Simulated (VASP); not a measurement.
Here is a VASP 6.6.1 calculation.

The input INCAR:

```
SYSTEM = K
  ALGO = Fast
  EDIFF = 1E-6
  ENCUT = 520
  GGA = PE
  ISIF = 2
  ISMEAR = 0
  LASPH = .TRUE.
  LCHARG = .FALSE.
  LREAL = .FALSE.
  LWAVE = .FALSE.
  NBANDS = 10
  NELM = 100
  PREC = Accurate
  SIGMA = 0.15
```

Contents of KPOINTS:

```
k-points
0
G
  14 14 14
  0 0 0
```

POSCAR

```
K
1.0
   -2.6834500000      2.6834500000      2.7489000000
    2.6834500000     -2.6834500000      2.7489000000
    2.6834500000      2.6834500000     -2.7489000000
K
1
Direct
    0.0000000000      0.0000000000      0.0000000000
```

Potentials or basis: VASP PAW PBE potentials, release 64 (K_sv).

The run is started by

```console
$ cat potpaw_PBE.64/K_sv/POTCAR > POTCAR
$ mpirun -np 1 vasp_std > vasp.out
```

Problem. What does it give for the pressure?

Solution. -0.2 GPa.

Caveat: the cell differs from its parent crystal (strain +0.025 along x and y, +0.050 along z).
